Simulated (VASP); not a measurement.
A run of VASP 6.6.1 is set up as follows.

Contents of INCAR:

```
PREC     = Accurate       # precision mode
ENCUT    = 520            # plane-wave cutoff, eV
EDIFF    = 1E-6           # SCF threshold, eV
ISMEAR   = 1              # smearing method
SIGMA    = 0.1            # smearing width, eV
LREAL    = F              # projectors in reciprocal space
LASPH    = T              # aspherical terms in the spheres
NELM     = 100            # most SCF steps
ALGO     = Normal         # electronic algorithm
ISIF     = 2              # what is computed and relaxed
LWAVE    = F              # write WAVECAR
LCHARG   = F              # write CHGCAR
GGA      = PS             # functional
NBANDS   = 30             # bands
```

KPOINTS

```
regular mesh
0
Gamma
  7 7 2
```

POSCAR

```
Y
1.0
    3.6425440000      0.0000000000      0.0000000000
   -1.8212720000      3.1545360000      0.0000000000
    0.0000000000      0.0000000000     11.8441300000
Y
4
Direct
    0.0000000000      0.0000000000      0.0000000000
    0.3333333333      0.6666666667      0.2500000000
    0.0000000000      0.0000000000      0.5000000000
    0.6666666667      0.3333333333      0.7500000000
```

Potentials or basis: VASP PAW PBE potentials, release 64 (Y_sv).

Launch:

```console
$ cat potpaw_PBE.64/Y_sv/POTCAR > POTCAR
$ mpirun -np 1 vasp_std > vasp.out
```

Q: What does it give for the pressure?

A: -3.6 GPa.

Q: Estimate the band gap on the k mesh.

A: Zero (band 22 reaches 3.48 eV, above the bottom of band 23 at 2.52 eV).

Stress tensor (GPa, compression positive):
```
-3.35  0.00  0.00
 0.00 -3.35  0.00
 0.00  0.00 -4.22
```

Caveat: the PAW data sets were made with another functional, which shifts forces and pressure a little.
